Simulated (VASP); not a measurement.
Here is a VASP 6.6.1 calculation.

Contents of POSCAR:

```
PbS
1.0
    0.0000000000      3.3009774936      3.3009774936
    3.3009774936      0.0000000000      3.3009774936
    3.3009774936      3.3009774936      0.0000000000
Pb S
1 1
Direct
    0.0000000000      0.0000000000      0.0000000000
    0.2500000000      0.2500000000      0.2500000000
```

The input INCAR.step1:

```
PREC     = Accurate       # precision mode
ENCUT    = 600            # plane-wave cutoff, eV
EDIFF    = 1E-5           # SCF threshold, eV
ISMEAR   = -1             # smearing method
SIGMA    = 0.02           # smearing width, eV
LREAL    = False          # projectors in reciprocal space
LASPH    = True           # aspherical terms in the spheres
NELM     = 60             # most SCF steps
ALGO     = Normal         # electronic algorithm
LWAVE    = True           # write WAVECAR
LCHARG   = False          # write CHGCAR
GGA      = PE             # functional
NBANDS   = 17             # bands
```

Contents of INCAR.step2:

```
PREC     = Accurate       # precision mode
ENCUT    = 600            # plane-wave cutoff, eV
EDIFF    = 1E-6           # SCF threshold, eV
ISMEAR   = -1             # smearing method
SIGMA    = 0.02           # smearing width, eV
LREAL    = False          # projectors in reciprocal space
LASPH    = True           # aspherical terms in the spheres
NELM     = 60             # most SCF steps
ALGO     = Normal         # electronic algorithm
ISIF     = 3              # what is computed and relaxed
LWAVE    = False          # write WAVECAR
LCHARG   = False          # write CHGCAR
GGA      = PE             # functional
LHFCALC  = True           # exact exchange
HFSCREEN = 0.2079         # screening, 1/A
PRECFOCK = Normal       
IBRION   = 2              # ionic algorithm
NSW      = 80             # ionic steps
EDIFFG   = -0.005         # ionic threshold
ISTART   = 1
```

File KPOINTS:

```
regular mesh
0
Gamma
  4 4 4
```

Potentials or basis: VASP PAW PBE potentials, release 64 (Pb_d, S).

Run with:

```sh
$ cat potpaw_PBE.64/Pb_d/POTCAR potpaw_PBE.64/S/POTCAR > POTCAR
$ cp INCAR.step1 INCAR
$ mpirun -np 1 vasp_std > vasp.out
$ cp INCAR.step2 INCAR
$ mpirun -np 1 vasp_std > vasp.out
```

**Question.** Estimate the relaxed cell.

**Answer.** a = 4.671 Å, b = 4.671 Å, c = 4.671 Å, α = 60.00°, β = 60.00°, γ = 60.00°.

**Question.** Estimate the relaxed volume.

**Answer.** 36.03 Å³/atom.

Final structure:
```cif
data_structure
_symmetry_space_group_name_H-M 'P 1'
_symmetry_Int_Tables_number 1
_cell_length_a 4.6709
_cell_length_b 4.6709
_cell_length_c 4.6709
_cell_angle_alpha 60.000
_cell_angle_beta 60.000
_cell_angle_gamma 60.000
_cell_volume 72.06
loop_
_atom_site_label
_atom_site_type_symbol
_atom_site_fract_x
_atom_site_fract_y
_atom_site_fract_z
_atom_site_occupancy
Pb1 Pb 0.00000 0.00000 0.00000 1
S1 S 0.25000 0.25000 0.25000 1
```

Caveat: the structure was generated, so it needn't be the stable form of PbS; the PAW data sets were made with another functional, which shifts forces and pressure a little.
